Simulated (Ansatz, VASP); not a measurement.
CdW2: VASP beside Ansatz

```
Cd W
1.0
     4.69941    0.00000    0.00000
    -2.34971    4.06981    0.00000
     0.00000    0.00000    2.75483
Cd W
1 2
Direct
  0.00000 0.00000 0.00000
  0.33333 0.66667 0.50000
  0.66667 0.33333 0.50000
```

Alike in both runs: functional PBE; k mesh 12 × 12 × 16; occupations gaussian, width 0.1 eV; no spin polarisation.

Ansatz relaxed the structure, and its values are those at the end. VASP's run is a single point on that final structure, the one shown.

|  | VASP | Ansatz |
| --- | --- | --- |
| version | VASP 6.6.1 | Ansatz 0.2.0 |
| potentials or method | VASP PAW PBE potentials, release 64 (Cd, W_sv), cutoff 520 eV | scalar-relativistic, plane waves, PAW |
| valence electrons in the cell | 40 | 48 |

```tsv
	VASP	Ansatz	Ansatz less VASP
gap on the k mesh at the Fermi level (eV)	none	none	-
pressure (GPa)	0.8	0.0	-0.72
```

A gap of «none» marks a metal or a gap that the smearing closes. VASP's potentials hold 40 valence electrons a cell and Ansatz's 48, so a difference there can come from the potentials and not from the codes.

Neither program's run includes spin-orbit coupling.
